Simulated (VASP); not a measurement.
# BaTe (R-3m) in VASP: a series of runs

Runs on BaTe. Level: PBE. Tasks: single point.

Everything below comes from runs of VASP 6.6.1. Logs are shortened: lines on timing, memory, paths and dates and some standing lists are left out, and cuts for length are marked.

## (1) The cell of the first run

Symmetry: R-3m, No. 166, trigonal system. Conventional cell: a = 7.147 Å, b = 7.147 Å, c = 5.252 Å, α = 90.00°, β = 90.00°, γ = 120.00°. Ba (site symmetry -3m) has 2 Te at 2.63 Å within 3.5 Å. Te (site symmetry -3m) has 2 Ba at 2.63 Å within 3.5 Å.

## (2) Single point, PBE

Input file INCAR:

```
SYSTEM = BaTe
  ALGO = Normal
  EDIFF = 1E-7
  ENCUT = 520
  GGA = PE
  ISIF = 2
  ISMEAR = 0
  LASPH = .True.
  LCHARG = .False.
  LREAL = .False.
  LWAVE = .False.
  NBANDS = 15
  NELM = 60
  PREC = Accurate
  SIGMA = 0.05
```

Input file KPOINTS:

```
k-points
0
Gamma
  8 8 8
  0 0 0
```

Input file POSCAR:

```
BaTe
1.0
    4.3798839575     -0.6738283012     -0.6738283012
   -0.6738283012      4.3798839575     -0.6738283012
   -0.6738283012     -0.6738283012      4.3798839575
Ba Te
1 1
Direct
    0.0000000000      0.0000000000      0.0000000000
    0.5000000000      0.5000000000      0.5000000000
```

Potentials or basis: VASP PAW PBE potentials, release 64 (Ba_sv, Te).

On the command line:

```console
cat potpaw_PBE.64/Ba_sv/POTCAR potpaw_PBE.64/Te/POTCAR > POTCAR
mpirun -np 1 vasp_std > vasp.out
```

OUTCAR:

```text
SYSTEM = BaTe
   EDIFF = 1E-7
   ENCUT = 520
   GGA = PE
   ISIF = 2
   ISMEAR = 0
   LASPH = .True.
   LREAL = .False.
   NELM = 60
   PREC = Accurate

 ion  position               nearest neighbor table
   1  0.000  0.000  0.000-   2 2.63   2 2.63
   2  0.500  0.500  0.500-   1 2.63   1 2.63

  LATTYP: Found a trigonal (rhomboedric) cell.
 ALAT       =     4.4823512402
 COS(alpha) =    -0.2711864407

  Lattice vectors:

 A1 = (   4.3798839575,  -0.6738283012,  -0.6738283012)
 A2 = (  -0.6738283012,   4.3798839575,  -0.6738283012)
 A3 = (  -0.6738283012,  -0.6738283012,   4.3798839575)

Analysis of symmetry for initial positions (statically):
=====================================================================
 Subroutine PRICEL returns:
 Original cell was already a primitive cell.

 Routine SETGRP: Setting up the symmetry group for a
 trigonal (rhombohedral) supercell.

 Subroutine GETGRP returns: Found 12 space group operations
 (whereof 12 operations were pure point group operations)
 out of a pool of 12 trial point group operations.

The static configuration has the point symmetry D_3d.

Analysis of symmetry for dynamics (positions and initial velocities):
=====================================================================
 Subroutine PRICEL returns:
 Original cell was already a primitive cell.

 Routine SETGRP: Setting up the symmetry group for a
 trigonal (rhombohedral) supercell.

 Subroutine GETGRP returns: Found 12 space group operations
 (whereof 12 operations were pure point group operations)
 out of a pool of 12 trial point group operations.

The dynamic configuration has the point symmetry D_3d.

 Subroutine INISYM returns: Found 12 space group operations
 (whereof 12 operations are pure point group operations),
 and found     1 'primitive' translations

----------------------------------------------------------------------------------------

                                     Primitive cell

  volume of cell :      77.4431

  direct lattice vectors                    reciprocal lattice vectors
     4.379883957 -0.673828301 -0.673828301     0.241846421  0.043972077  0.043972077
    -0.673828301  4.379883957 -0.673828301     0.043972077  0.241846421  0.043972077
    -0.673828301 -0.673828301  4.379883957     0.043972077  0.043972077  0.241846421

  length of vectors
     4.482351240  4.482351240  4.482351240     0.249713392  0.249713392  0.249713392

  position of ions in fractional coordinates (direct lattice)
[... 90 lines left out ...]
   NELECT =      16.0000    total number of electrons
   NUPDOWN=      -1.0000    fix difference up-down
   EMIN   =  10.00;   EMAX   =-10.00  energy-range for DOS
   EFERMI =   0.00;   METHOD = LEGACY
   ISMEAR =     0;   SIGMA  =   0.05  broadening in eV -4-tet -1-fermi 0-gaus
   EFERMI_NEDOS =   21; number of points for ismear=-14 and -15
   IALGO  =     38    algorithm
   IMIX   =      4    mixing-type and parameters
     AMIX     =   0.40;   BMIX     =  1.00
     AMIX_MAG =   1.60;   BMIX_MAG =  1.00
  volume/ion in A,a.u.               =      38.72       261.31
  Fermi-wavevector in a.u.,A,eV,Ry     =   0.967804  1.828884 12.743813  0.936644
  Thomas-Fermi vector in A             =   2.097720
   LORBIT       =      0    0 simple, 1 ext, 2 COOP (PROOUT), +10 PAW based schemes
   GGA     = PE    functional components
   LHFCALC =     F    Hartree Fock is set to
   AEXX    =    0.0000 exact exchange contribution
   IVDW    =     0    specifies the selected vdW correction
   LEPSILON=     F    determine dielectric tensor
   LRPA    =     F    only Hartree local field effects (RPA)
 non-spin polarized calculation
 Gauss-broadening in eV      SIGMA  =   0.05
  energy-cutoff  :      520.00
  volume of cell :       77.44
 maximum number of plane-waves:      2106
 NGX is ok and might be reduce to    36

 number of electron      16.0000000 magnetization

 Free energy of the ion-electron system (eV)
  ---------------------------------------------------
  ext. energy  EPLUGINS =         0.00000000
  ---------------------------------------------------
  free energy    TOTEN  =        -3.85152285 eV

  energy without entropy =       -3.85067625  energy(sigma->0) =       -3.85109955

 E-fermi :   5.0225     XC(G=0):  -8.5568

 val. band max:        4.9972550607   @ k =  -0.3750   0.3750   0.1250
 cond. band min:       5.0778092950   @ k =   0.2500  -0.0000  -0.0000
 fundamental gap:      0.0805542344
 Fermi energy:         5.0225208844

 k-point     1 :       0.0000    0.0000    0.0000
  band No.  band energies     occupation
      1     -23.8688      2.00000
      2     -10.2679      2.00000
      3      -8.9193      2.00000
      4      -8.9193      2.00000
      5      -7.1844      2.00000
      6       2.8228      2.00000
      7       2.8228      2.00000
      8       3.8396      2.00000
      9       5.0982      0.03231
     10       5.0982      0.03231
     11       5.9710      0.00000
     12       7.2168      0.00000
     13       7.2168      0.00000
     14      11.2948      0.00000
[... 401 lines left out ...]
      2     -11.1265      2.00000
      3      -9.1142      2.00000
      4      -8.9580      2.00000
      5      -4.6383      2.00000
      6       0.7852      2.00000
      7       1.5967      2.00000
      8       1.7887      2.00000
      9       6.3993      0.00000
     10       6.9037      0.00000
     11       7.3332      0.00000
     12       8.0988      0.00000
     13       9.3693      0.00000
     14       9.4907      0.00000
     15      10.0959      0.00000

 [... further k-points ...]

------------------------ aborting loop because EDIFF is reached ----------------------------------------

  FORCE on cell =-STRESS in cart. coord.  units (eV):
  Direction    XX          YY          ZZ          XY          YZ          ZX
  --------------------------------------------------------------------------------------
  -------------------------------------------------------------------------------------
  Total       11.4969661     11.4969661     11.4969661     12.5439720     12.5439720     12.5439720
  in kB      237.8543242    237.8543242    237.8543242    259.5152439    259.5152439    259.5152439
  external PRESSURE =     237.8543242 kB  Pullay stress =       0.0000000 kB

 VOLUME and BASIS-vectors are now :
 -----------------------------------------------------------------------------
  energy-cutoff  :      520.00
  volume of cell :       77.44
      direct lattice vectors                 reciprocal lattice vectors
     4.379883957 -0.673828301 -0.673828301     0.241846421  0.043972077  0.043972077
    -0.673828301  4.379883957 -0.673828301     0.043972077  0.241846421  0.043972077
    -0.673828301 -0.673828301  4.379883957     0.043972077  0.043972077  0.241846421

 POSITION                                       TOTAL-FORCE (eV/Angst)
 -----------------------------------------------------------------------------------
      0.00000      0.00000      0.00000        -0.000000     -0.000000     -0.000000
      1.51611      1.51611      1.51611         0.000000      0.000000      0.000000
 -----------------------------------------------------------------------------------
    total drift:                               -0.000000      0.000000      0.000000

  FREE ENERGIE OF THE ION-ELECTRON SYSTEM (eV)
  ---------------------------------------------------
  free  energy   TOTEN  =        -3.8515228480 eV

  energy  without entropy=       -3.8506762505  energy(sigma->0) =       -3.85109955
```

OSZICAR:

```text
N       E                     dE             d eps       ncg     rms          rms(c)
DAV:   1     0.887431415609E+02    0.88743E+02   -0.64333E+03  1950   0.903E+02
DAV:   2     0.803360381155E+00   -0.87940E+02   -0.80773E+02  2675   0.164E+02
DAV:   3    -0.420903958791E+01   -0.50124E+01   -0.49450E+01  2721   0.398E+01
DAV:   4    -0.433561279763E+01   -0.12657E+00   -0.12605E+00  2454   0.652E+00
DAV:   5    -0.433876114081E+01   -0.31483E-02   -0.31482E-02  2746   0.829E-01    0.106E+01
DAV:   6    -0.390361042681E+01    0.43515E+00   -0.44924E-01  2293   0.337E+00    0.615E+00
DAV:   7    -0.384776760068E+01    0.55843E-01   -0.21151E-01  2538   0.248E+00    0.171E+00
DAV:   8    -0.385123006220E+01   -0.34625E-02   -0.11141E-02  2180   0.739E-01    0.320E-01
DAV:   9    -0.385149231352E+01   -0.26225E-03   -0.13806E-03  2517   0.237E-01    0.711E-02
DAV:  10    -0.385148482942E+01    0.74841E-05   -0.12340E-04  2391   0.661E-02    0.271E-02
DAV:  11    -0.385151883417E+01   -0.34005E-04   -0.36209E-05  2363   0.376E-02    0.122E-02
DAV:  12    -0.385152265739E+01   -0.38232E-05   -0.37730E-06  2405   0.129E-02    0.250E-03
DAV:  13    -0.385152302001E+01   -0.36263E-06   -0.83655E-07  2384   0.572E-03    0.214E-03
DAV:  14    -0.385152284293E+01    0.17708E-06   -0.67499E-08  1785   0.171E-03    0.619E-04
DAV:  15    -0.385152284800E+01   -0.50688E-08   -0.13179E-08  1129   0.678E-04
   1 F= -.38515228E+01 E0= -.38510995E+01  d E =-.846597E-03
```

Wall time 56 s (1 thread of Intel Xeon Platinum 8488C (Sapphire Rapids), shared host); peak memory 0.25 GiB.

Results:

| Property | Result |
| --- | --- |
| Free energy | -3.8515 eV |
| Pressure | 23.8 GPa |
| Band gap on the k mesh | zero (bands 8 and 9 overlap by 0.84 eV) |

Levels at points of the mesh, in eV from the Fermi level:
| k point | band 4 | band 5 | band 6 | band 7 | band 8 | band 9 | band 10 | band 11 | band 12 | band 13 |
| --- | --- | --- | --- | --- | --- | --- | --- | --- | --- | --- |
| (0.00, 0.00, 0.00) | -13.94 | -12.21 | -2.20 | -2.20 | -1.18 | 0.08 | 0.08 | 0.95 | 2.19 | 2.19 |
| (0.50, 0.00, 0.00) | -13.92 | -9.17 | -4.73 | -3.97 | -3.08 | 1.60 | 1.81 | 2.46 | 3.44 | 3.74 |
| (0.50, 0.50, 0.00) | -14.02 | -11.97 | -3.69 | -2.54 | -0.54 | 0.51 | 0.58 | 1.67 | 4.27 | 4.77 |
| (0.50, 0.50, 0.50) | -14.19 | -9.10 | -4.64 | -4.64 | -4.42 | 2.53 | 2.53 | 3.28 | 3.28 | 5.26 |

Caveat: the cell stands under pressure; spin-orbit coupling is left out, which moves the levels of the heavy elements.

## (3) Single point, PBE

This run uses another cell than the first one, of the same volume but with other edges.

Input file INCAR:

```
SYSTEM = BaTe
PREC     = Accurate       ! precision mode
ENCUT    = 520            ! plane-wave cutoff, eV
EDIFF    = 1E-6           ! SCF threshold, eV
ISMEAR   = 0              ! smearing method
SIGMA    = 0.05           ! smearing width, eV
LREAL    = .False.        ! projectors in reciprocal space
LASPH    = .True.         ! aspherical terms in the spheres
NELM     = 100            ! most SCF steps
ALGO     = Normal         ! electronic algorithm
ISIF     = 2              ! what is computed and relaxed
LWAVE    = .False.        ! write WAVECAR
LCHARG   = .True.         ! write CHGCAR
GGA      = PE             ! functional
LELF     = .True.         ! ELF
LVHAR    = .True.       
NBANDS   = 15             ! bands
```

Input file KPOINTS:

```
regular mesh
0
Gamma
  8 8 8
  0 0 0
```

Input file POSCAR:

```
BaTe
1.0
    4.2747582375     -0.2249872757     -0.2249872757
   -0.2249872757      4.2747582375     -0.2249872757
   -0.2249872757     -0.2249872757      4.2747582375
Ba Te
1 1
Direct
    0.0000000000      0.0000000000      0.0000000000
    0.5000000000      0.5000000000      0.5000000000
```

Potentials or basis: VASP PAW PBE potentials, release 64 (Ba_sv, Te).

On the command line:

```console
cat potpaw_PBE.64/Ba_sv/POTCAR potpaw_PBE.64/Te/POTCAR > POTCAR
mpirun -np 1 vasp_std > vasp.out
```

It took 35 s on 1 thread of Intel Xeon Platinum 8488C (Sapphire Rapids), shared host; peak memory 0.23 GiB.

The run converged. Its results:

```yaml
Free_energy: -8.1527 eV
Pressure: 1.7 GPa
Band_gap_on_the_k_mesh: 0.92 eV (least direct gap 1.01 eV)
```

Stress tensor (GPa, compression positive):
```
1.68 2.46 2.46
2.46 1.68 2.46
2.46 2.46 1.68
```

Levels at points of the mesh, in eV from the valence-band top:
```
           k point  band 4  band 5  band 6  band 7  band 8  band 9  band 10  band 11  band 12  band 13
(0.00, 0.00, 0.00)  -13.02  -10.37   -0.37   -0.37   -0.26    0.92     0.92     2.03     4.57     4.57
(0.50, 0.00, 0.00)  -12.98   -9.49   -3.33   -1.33   -0.64    2.02     4.35     4.64     4.71     4.93
(0.50, 0.50, 0.00)  -12.97   -9.86   -2.17   -1.68    0.00    1.01     2.24     3.00     3.74     6.13
(0.50, 0.50, 0.50)  -13.30   -9.35   -2.88   -2.88   -2.84    4.32     4.32     5.82     5.82     6.15
```

Caveat: spin-orbit coupling is left out, which moves the levels of the heavy elements.

The gap in the log of VASP goes by the Fermi energy; the results here count the filled bands.